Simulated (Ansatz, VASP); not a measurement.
One calculation of MnO2, two programs

File INCAR:

```
PREC = Accurate
ENCUT = 520
EDIFF = 1E-6
ISMEAR = 0
SIGMA = 0.05
LREAL = F
LASPH = T
NELM = 150
ALGO = Normal
ISIF = 2
LWAVE = F
LCHARG = F
ISPIN = 2
MAGMOM = 2.79 -0.04 -0.04
LORBIT = 11
LMAXMIX = 4
LDAU = T
LDAUTYPE = 2
LDAUL = 2 -1
LDAUU = 1 0
LDAUJ = 0 0
LDAUPRINT = 1
GGA = PE
NBANDS = 24
```

File KPOINTS:

```
regular mesh
0
Gamma
  7 7 6
```

The input POSCAR:

```
MnO2
1.0
    2.4302502300     -1.4897917300      0.0000000000
    2.4302502300      1.4897917300      0.0000000000
   -0.0023926100      0.0000000000      3.4271624400
Mn O
1 2
Direct
    0.0000000000      0.0000000000      0.0000000000
    0.6879000000      0.6879000000      0.2889000000
    0.3121000000      0.3121000000      0.7111000000
```

Input for Ansatz:

```yaml
crystal:
  lattice:
    - [2.43025023, -1.48979173, 0.0]
    - [2.43025023, 1.48979173, 0.0]
    - [-0.00239261, 0.0, 3.42716244]
  atoms:
    - { symbol: Mn, position: [0.0, 0.0, 0.0], spin: 3.0 }
    - { symbol: O, position: [0.6879, 0.6879, 0.2889] }
    - { symbol: O, position: [0.3121, 0.3121, 0.7111] }
basis:
  ecutwfc: 420
  ecutrho_ratio: 4
kpoints:
  mp_grid: { grid: [7, 7, 6] }
hamiltonian:
  xc: pbe
  hubbard:
    sites:
      - { site: 0, l: d, u_eff: 1.0, starting_ns: [{ spin: up, occupation_matrix: s0up }, { spin: down, occupation_matrix: s0down }] }
    occupation_matrices:
      s0up:
        matrix:
          - [0.96941, -0.01884, 0.0, -0.01443, 0.0]
          - [-0.01884, 0.37152, 0.0, -0.45828, 0.0]
          - [0.0, 0.0, 0.42735, 0.0, 0.47016]
          - [-0.01443, -0.45828, 0.0, 0.61907, 0.0]
          - [0.0, 0.0, 0.47016, 0.0, 0.56265]
      s0down:
        matrix:
          - [0.02, 0.0, 0.0, 0.0, 0.0]
          - [0.0, 0.02, 0.0, 0.0, 0.0]
          - [0.0, 0.0, 0.02, 0.0, 0.0]
          - [0.0, 0.0, 0.0, 0.02, 0.0]
          - [0.0, 0.0, 0.0, 0.0, 0.02]
    ns_hold: { iters: 10 }
scf:
  occupations: { method: gaussian, width: 0.05 }
  lower_state_search: "off"
  max_iter: 150
output:
  forces: true
  stress: true
  eigenvalues: true
  populations: true
  hubbard: { sites: [{ site: 0, l: d }] }
  write_density: true
  write_potential: true
  elf: true
  volumetric_format: npy
magnetization:
  spin_polarized: true
```

Alike in both runs: task single point; functional PBE; k mesh 7 × 7 × 6; occupations gaussian, width 0.05 eV; collinear spin; Hubbard terms Mn d U = 1.0 eV.

```csv
,VASP,Ansatz
version,VASP 6.6.1,Ansatz 0.2.0
potentials or method,"VASP PAW PBE potentials, release 64 (Mn_pv, O), cutoff 520 eV","scalar-relativistic, plane waves, PAW"
valence electrons in the cell,25,27
```

Ansatz gave:

```
gap on the k mesh at the Fermi level (eV)                     : 0.36
least direct gap on the mesh (eV)                             : 0.76
rms of the force components (eV/Å)                            : 1.595
net moment per atom (μB)                                      : 1.00
size of the moment on the site where the two differ most (μB) : 2.54
```

Q: Estimate VASP's values.

A: gap on the k mesh at the Fermi level (eV): 0.28; least direct gap on the mesh (eV): 0.74; rms of the force components (eV/Å): 1.560; net moment per atom (μB): 1.00; size of the moment on the site where the two differ most (μB): 3.00.

Site moments also hang on the region over which each program counts them. The programs project onto different local orbitals, so the same U acts differently, and such runs can settle in different states. Atom by atom the forces differ by 0.058 eV/Å (rms over components). VASP's potentials hold 25 valence electrons a cell and Ansatz's 27, so a difference there can come from the potentials and not from the codes.
